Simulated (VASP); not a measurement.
Crystal: ZnS.

```
Zn S
1.0
     0.00000    2.70200    2.70200
     2.70200    0.00000    2.70200
     2.70200    2.70200    0.00000
Zn S
1 1
Direct
  0.75000 0.75000 0.75000
  0.00000 0.00000 0.00000
```

* Program: VASP 6.6.1
* Task: relaxation of cell and atoms
* Functional: LDA
* Potentials or basis: VASP PAW LDA potentials, release 64 (Zn, S)
* Cutoff: 600 eV
* k mesh: 16 × 16 × 16
* Occupations: fermi-dirac, width 0.05 eV
* Spin: no spin polarisation

At the start: pressure -4.4 GPa; volume 19.73 Å³/atom.

How do energy, volume and symmetry change on relaxing?

Over 3 steps the energy falls by 15.7 meV/atom and the volume is 18.63 Å³/atom (-5.6 %); space group F-43m (No. 216, to 0.1 Å) before and after.

Step by step:
```csv
step,energy change (eV),largest force (eV/Å),pressure (GPa),volume (Å³)
1,0.0000,0.0000,-4.35,39.45
2,-0.0268,0.0000,1.92,36.47
3,-0.0314,0.0000,-0.01,37.25
```

Final structure:
```
Zn S
1.0
     0.00000    2.65084    2.65084
     2.65084    0.00000    2.65084
     2.65084    2.65084    0.00000
Zn S
1 1
Direct
  0.75000 0.75000 0.75000
  0.00000 0.00000 0.00000
```
